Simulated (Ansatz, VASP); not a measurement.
## Two plane-wave programs on CaSe

```
CELL_PARAMETERS angstrom
3.62206 0.00000 0.00000
0.00000 3.62206 0.00000
0.00000 0.00000 3.63478
ATOMIC_POSITIONS crystal
Ca 0.00000 0.00000 0.00000
Se 0.50000 0.50000 0.50000
```

Change from the starting cell: biaxial_xy strain -0.3%.

Alike in both runs: task single point; functional HSE06; k mesh 6 × 6 × 6; no spin polarisation.

|  | VASP | Ansatz |
| --- | --- | --- |
| version | VASP 6.6.1 | Ansatz 0.2.0 |
| potentials or method | VASP PAW PBE potentials, release 64 (Ca_sv, Se) | plane waves, PAW |
| plane-wave cutoff (eV) | 520 | 420 |
| occupations | gaussian, width 0.01 eV | fixed |
| valence electrons in the cell | 16 | 26 |

|  | VASP | Ansatz | Ansatz less VASP |
| --- | --- | --- | --- |
| gap on the k mesh at the Fermi level (eV) | 1.53 | 1.51 | -0.013 |
| pressure (GPa) | 0.5 | 0.5 | -0.04 |
| traceless stress, the component that is largest in VASP (GPa) | -0.40 | -0.40 | 0.000 |

VASP's potentials hold 16 valence electrons a cell and Ansatz's 26, so a difference there can come from the potentials and not from the codes. Ansatz's warnings: stress exchange threshold loose, stress scf threshold loose.
